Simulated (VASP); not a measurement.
# Ir (P6_3/mmc) in VASP: further runs

Ir is run at these levels: PBE; tasks: single point.

Program: VASP 6.6.1. These are calculated values, not measurements. Logs are shortened: lines on timing, memory, paths and dates and some standing lists are left out, and cuts for length are marked.

### Step 1. The cell of the first run

It takes space group P6_3/mmc (No. 194, hexagonal). Conventional cell: a = 2.971 Å, b = 2.971 Å, c = 4.462 Å, α = 90.00°, β = 90.00°, γ = 120.00°. Within 3.7 Å of Ir (site symmetry -6m2) lie 12 Ir at 2.81 to 2.97 Å.

### Step 2. Single point, PBE (strain +0.080 along x and y, +0.000 along z)

Contents of INCAR:

```
ALGO     = Fast           # electronic algorithm
EDIFF    = 1E-7           # SCF threshold, eV
ENCUT    = 520            # plane-wave cutoff, eV
GGA      = PE             # functional
ISIF     = 2              # what is computed and relaxed
ISMEAR   = 0              # smearing method
LASPH    = T              # aspherical terms in the spheres
LCHARG   = T              # write CHGCAR
LELF     = T              # ELF
LREAL    = F              # projectors in reciprocal space
LVHAR    = T            
LWAVE    = F              # write WAVECAR
NBANDS   = 16             # bands
NELM     = 60             # most SCF steps
PREC     = Accurate       # precision mode
SIGMA    = 0.15           # smearing width, eV
```

Contents of KPOINTS:

```
k-points
0
Gamma
  18 18 12
```

Contents of POSCAR:

```
Ir
1.0
    2.9714881261      0.0000000000      0.0000000000
   -1.4857440631      2.5733842043      0.0000000000
    0.0000000000      0.0000000000      4.4622900000
Ir
2
Direct
    0.6666666667      0.3333333333      0.7500000000
    0.3333333333      0.6666666667      0.2500000000
```

Potentials or basis: VASP PAW PBE potentials, release 64 (Ir).

On the command line:

```console
$ cat potpaw_PBE.64/Ir/POTCAR > POTCAR
$ mpirun -np 1 vasp_std > vasp.out
```

OUTCAR:

```text
EDIFF = 1E-7
   ENCUT = 520
   GGA = PE
   ISIF = 2
   ISMEAR = 0
   LASPH = T
   LREAL = F
   NELM = 60
   PREC = Accurate

 ion  position               nearest neighbor table
   1  0.667  0.333  0.750-   2 2.81   2 2.81   2 2.81   2 2.81   2 2.81   2 2.81
   2  0.333  0.667  0.250-   1 2.81   1 2.81   1 2.81   1 2.81   1 2.81   1 2.81

  LATTYP: Found a hexagonal cell.
 ALAT       =     2.9714881261
 C/A-ratio  =     1.5017021138

  Lattice vectors:

 A1 = (   2.9714881261,   0.0000000000,   0.0000000000)
 A2 = (  -1.4857440631,   2.5733842043,   0.0000000000)
 A3 = (   0.0000000000,   0.0000000000,   4.4622900000)

Analysis of symmetry for initial positions (statically):
=====================================================================
 Subroutine PRICEL returns:
 Original cell was already a primitive cell.

 Routine SETGRP: Setting up the symmetry group for a
 hexagonal supercell.

 Subroutine GETGRP returns: Found 24 space group operations
 (whereof 12 operations were pure point group operations)
 out of a pool of 24 trial point group operations.

The static configuration has the point symmetry D_3d.
 The point group associated with its full space group is D_6h.

Analysis of symmetry for dynamics (positions and initial velocities):
=====================================================================
 Subroutine PRICEL returns:
 Original cell was already a primitive cell.

 Routine SETGRP: Setting up the symmetry group for a
 hexagonal supercell.

 Subroutine GETGRP returns: Found 24 space group operations
 (whereof 12 operations were pure point group operations)
 out of a pool of 24 trial point group operations.

The dynamic configuration has the point symmetry D_3d.
 The point group associated with its full space group is D_6h.

 Subroutine INISYM returns: Found 24 space group operations
 (whereof 12 operations are pure point group operations),
 and found     1 'primitive' translations

----------------------------------------------------------------------------------------

                                     Primitive cell

  volume of cell :      34.1222

  direct lattice vectors                    reciprocal lattice vectors
[... 77 lines left out ...]
 SYSTEM =  unknown system
   PREC   = accura    normal or accurate (medium, high low for compatibility)
   ISTART =      0    job   : 0-new  1-cont  2-samecut
   ICHARG =      2    charge: 1-file 2-atom 10-const
   ISPIN  =      1    spin polarized calculation?
   LNONCOLLINEAR =      F non collinear calculations
   LSORBIT =      F    spin-orbit coupling
   LASPH  =      T    aspherical Exc in radial PAW
   ENCUT  =  520.0 eV  38.22 Ry    6.18 a.u.   5.52  5.52  8.30*2*pi/ulx,y,z
   NELM   =     60;   NELMIN=  2; NELMDL= -5     # of ELM steps
   EDIFF  = 0.1E-06   stopping-criterion for ELM
   LREAL  =      F    real-space projection
   EDIFFG = 0.1E-05   stopping-criterion for IOM
   NSW    =      0    number of steps for IOM
   IBRION =     -1    ionic relax: 0-MD 1-quasi-New 2-CG
   NFREE  =      0    steps in history (QN), initial steepest desc. (CG)
   ISIF   =      2    stress and relaxation
   ISYM   =      2    0-nonsym 1-usesym 2-fastsym
   POTIM  = 0.5000    time-step for ionic-motion
   TEBEG  =    0.0;   TEEND  =   0.0 temperature during run
   PSTRESS=    0.0 pullay stress
   NELECT =      18.0000    total number of electrons
   NUPDOWN=      -1.0000    fix difference up-down
   EMIN   =  10.00;   EMAX   =-10.00  energy-range for DOS
   EFERMI =   0.00;   METHOD = LEGACY
   ISMEAR =     0;   SIGMA  =   0.15  broadening in eV -4-tet -1-fermi 0-gaus
   EFERMI_NEDOS =   21; number of points for ismear=-14 and -15
   IALGO  =     68    algorithm
   IMIX   =      4    mixing-type and parameters
     AMIX     =   0.40;   BMIX     =  1.00
     AMIX_MAG =   1.60;   BMIX_MAG =  1.00
  volume/ion in A,a.u.               =      17.06       115.13
  Fermi-wavevector in a.u.,A,eV,Ry     =   1.322778  2.499687 23.806669  1.749741
  Thomas-Fermi vector in A             =   2.452434
   LORBIT       =      0    0 simple, 1 ext, 2 COOP (PROOUT), +10 PAW based schemes
   GGA     = PE    functional components
   LHFCALC =     F    Hartree Fock is set to
   AEXX    =    0.0000 exact exchange contribution
   IVDW    =     0    specifies the selected vdW correction
   LEPSILON=     F    determine dielectric tensor
   LRPA    =     F    only Hartree local field effects (RPA)
 non-spin polarized calculation
 RMM-DIIS sequential band-by-band and
 Gauss-broadening in eV      SIGMA  =   0.15
  energy-cutoff  :      520.00
  volume of cell :       34.12
 maximum number of plane-waves:       946
 NGX is ok and might be reduce to    24
   NGX = 11   NGY = 11   NGZ = 17

 number of electron      17.9999998 magnetization

 Free energy of the ion-electron system (eV)
  ---------------------------------------------------
  ext. energy  EPLUGINS =         0.00000000
  ---------------------------------------------------
  free energy    TOTEN  =       -16.86426863 eV

  energy without entropy =      -16.82216873  energy(sigma->0) =      -16.84321868

 E-fermi :   7.5630     XC(G=0): -12.8858

 val. band max:        7.5628721992   @ k =   0.5000   0.0000   0.1667
 cond. band min:       7.5665026922   @ k =   0.2778   0.1111   0.4167
 fundamental gap:      0.0036304931
 Fermi energy:         7.5629773685

 k-point     1 :       0.0000    0.0000    0.0000
  band No.  band energies     occupation
      1      -1.7788      2.00000
      2       1.3249      2.00000
      3       4.6414      2.00000
      4       4.6414      2.00000
      5       5.1664      2.00000
      6       5.2490      2.00000
[... 433 lines left out ...]
      3       2.4003      2.00000
      4       4.0286      2.00000
      5       4.2344      2.00000
      6       5.0768      2.00000
[... 8 lines left out ...]
     15      17.2388      0.00000
     16      19.1381      0.00000

 [... further k-points ...]
[... 5 lines left out ...]
  --------------------------------------------------------------------------------------
  -------------------------------------------------------------------------------------
  Total       -7.9282402     -7.9282402     -5.9384767      0.0000000      0.0000000      0.0000000
  in kB     -372.2639338   -372.2639338   -278.8362423      0.0000000      0.0000000      0.0000000
  external PRESSURE =    -341.1213700 kB  Pullay stress =       0.0000000 kB

 VOLUME and BASIS-vectors are now :
 -----------------------------------------------------------------------------
  energy-cutoff  :      520.00
  volume of cell :       34.12
      direct lattice vectors                 reciprocal lattice vectors
     2.971488126  0.000000000  0.000000000     0.336531717  0.194296677  0.000000000
    -1.485744063  2.573384204  0.000000000     0.000000000  0.388593354  0.000000000
     0.000000000  0.000000000  4.462290000     0.000000000  0.000000000  0.224100182

 POSITION                                       TOTAL-FORCE (eV/Angst)
 -----------------------------------------------------------------------------------
      1.48574      0.85779      3.34672         0.000000     -0.000000      0.000000
     -0.00000      1.71559      1.11557        -0.000000      0.000000      0.000000
 -----------------------------------------------------------------------------------
    total drift:                               -0.000000      0.000000     -0.000000

  FREE ENERGIE OF THE ION-ELECTRON SYSTEM (eV)
  ---------------------------------------------------
  free  energy   TOTEN  =       -16.8642686269 eV

  energy  without entropy=      -16.8221687273  energy(sigma->0) =      -16.84321868
```

OSZICAR:

```text
N       E                     dE             d eps       ncg     rms          rms(c)
DAV:   1     0.135219110218E+03    0.13522E+03   -0.82737E+03  8288   0.110E+03
DAV:   2    -0.140024706528E+02   -0.14922E+03   -0.13340E+03  8312   0.294E+02
DAV:   3    -0.180239970832E+02   -0.40215E+01   -0.39302E+01 11272   0.557E+01
DAV:   4    -0.180661024567E+02   -0.42105E-01   -0.42072E-01  9208   0.510E+00
DAV:   5    -0.180672353673E+02   -0.11329E-02   -0.11329E-02 11520   0.859E-01    0.135E+01
RMM:   6    -0.169737554572E+02    0.10935E+01   -0.15592E+00  8307   0.134E+01    0.506E+00
RMM:   7    -0.168683172558E+02    0.10544E+00   -0.57866E-01  8511   0.512E+00    0.256E+00
RMM:   8    -0.168704871094E+02   -0.21699E-02   -0.59204E-02  9477   0.277E+00    0.186E+00
RMM:   9    -0.168680095339E+02    0.24776E-02   -0.12019E-02  9381   0.708E-01    0.128E+00
RMM:  10    -0.168641535711E+02    0.38560E-02   -0.10601E-02  8708   0.129E+00    0.297E-01
RMM:  11    -0.168643020303E+02   -0.14846E-03   -0.53455E-04  9284   0.237E-01    0.220E-01
RMM:  12    -0.168643008765E+02    0.11538E-05   -0.19069E-04  9892   0.111E-01    0.143E-01
RMM:  13    -0.168642847651E+02    0.16111E-04   -0.65986E-05  9155   0.623E-02    0.488E-02
RMM:  14    -0.168642684605E+02    0.16305E-04   -0.32938E-05  9340   0.488E-02    0.997E-03
RMM:  15    -0.168642685730E+02   -0.11254E-06   -0.94339E-06  9304   0.218E-02    0.590E-03
RMM:  16    -0.168642686342E+02   -0.61146E-07   -0.13877E-06 10162   0.859E-03    0.313E-03
RMM:  17    -0.168642686269E+02    0.72891E-08   -0.12966E-07  5823   0.247E-03
   1 F= -.16864269E+02 E0= -.16843219E+02  d E =-.420999E-01
```

stdout:

```text
POSCAR found type information on POSCAR Ir
 POSCAR found :  1 types and       2 ions
 scaLAPACK will be used
 LDA part: xc-table for (Slater+PW92), standard interpolation
 POSCAR, INCAR and KPOINTS ok, starting setup
 FFT: planning ... GRIDC
 FFT: planning ... GRID_SOFT
 FFT: planning ... GRID
 WAVECAR not read
 entering main loop
```

It took 54 s on 1 thread of Intel Xeon 6975P-C (Granite Rapids), shared host; peak memory 0.24 GiB.

What came out:

| Quantity | Value |
| --- | --- |
| Free energy | -16.8643 eV |
| Pressure | -34.1 GPa |
| Band gap on the k mesh | zero (band 9 reaches 8.09 eV, above the bottom of band 10 at 5.86 eV) |

Caveat: the cell differs from its parent crystal (strain +0.080 along x and y, +0.000 along z); spin-orbit coupling is left out, which moves the levels of the heavy elements.

[end of part 1 of 2]
